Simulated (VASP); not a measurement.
Runs of VASP 6.6.1 on Ag2I3. The structure is that of space group P-3m1 (No. 164), or close to it. The cells are those of the table. 

| task | cell | k mesh | cutoff (eV) | gap on the mesh (eV) | pressure (GPa) | largest force (eV/Å) |
| --- | --- | --- | --- | --- | --- | --- |
| relaxation of cell and atoms | relaxed from a = 4.945, b = 4.945, c = 7.693 Å, angles 90.0, 90.0, 120.0°, 5 atoms | 6 × 6 × 2 | 600 | none | 0.0 | 0.03 |
| single point | a = 4.309, b = 4.309, c = 10.368 Å, angles 90.0, 90.0, 120.0°, 5 atoms | 12 × 12 × 4 | 520 | none | (b) | 0.01 |
| single point | a = 4.293, b = 4.293, c = 10.321 Å, angles 90.0, 90.0, 120.0°, 5 atoms | 6 × 6 × 2 | 520 | none | 0.0 | 0.02 |
| single point | a = 4.945, b = 4.945, c = 7.693 Å, angles 90.0, 90.0, 120.0°, 5 atoms | 6 × 6 × 4 | 520 | none | 0.6 | (a) |

Alike in all rows: level PBE; potentials or basis VASP PAW PBE potentials, release 64 (Ag, I); no spin polarisation; smearing gaussian 0.1 eV.

Problem. Estimate the missing entries.

Solution. (a) 0.64; (b) -0.1.

Caveats: some runs use coarse meshes; spin-orbit coupling is left out, which moves the levels of the heavy elements; an odd number of electrons without spin polarisation forces a metal; a magnetic or distorted state may lie lower; this functional lacks dispersion, which binds the layers, so the pressure and a relaxed spacing across them are unreliable (some runs).

A k mesh can miss the band edges, and the runs leave out spin-orbit coupling on Ag, I.

A gap of «none» marks levels without a gap at the run's occupations.
